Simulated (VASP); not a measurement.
# WS2: single point with PBEsol

WS2, a slab with vacuum:

```
CELL_PARAMETERS angstrom
3.18321 0.00000 0.00000
-1.59160 2.75674 0.00000
0.00000 0.00000 23.66876
ATOMIC_POSITIONS crystal
W 0.33333 0.66667 0.63732
W 0.66667 0.33333 0.36268
S 0.33333 0.66667 0.29682
S 0.66667 0.33333 0.57144
S 0.33333 0.66667 0.42856
S 0.66667 0.33333 0.70318
```

- Program: VASP 6.6.1
- Task: single point
- Functional: PBEsol
- Potentials or basis: VASP PAW PBE potentials, release 64 (W_sv, S)
- Cutoff: 520 eV
- k mesh: 9 × 9 × 1
- Occupations: gaussian, width 0.05 eV
- Spin: no spin polarisation

- Largest force: 0.093 eV/Å
- Band gap on the k mesh: 1.46 eV, indirect (least direct gap 1.76 eV)

Forces in eV/Å, atoms in the order of the input:
```
W    0.000  0.000  0.007
W    0.000  0.000 -0.007
S    0.000  0.000  0.093
S    0.000  0.000  0.068
S    0.000  0.000 -0.068
S    0.000  0.000 -0.093
```

Levels at points of the mesh, in eV from the valence-band top:
```tsv
k point	band 23	band 24	band 25	band 26	band 27	band 28	band 29	band 30
(0.00, 0.00, 0.00)	-1.96	-1.96	-0.49	0.00	2.58	2.58	2.58	2.58
```

It took 4.1 min on 1 thread of AMD EPYC 7R43 64-Core Processor (Zen 3) (shared host), peak memory 0.29 GiB.

Caveat: the PAW data sets were made with another functional, which shifts forces and pressure a little; spin-orbit coupling is left out, which moves the levels of the heavy elements.
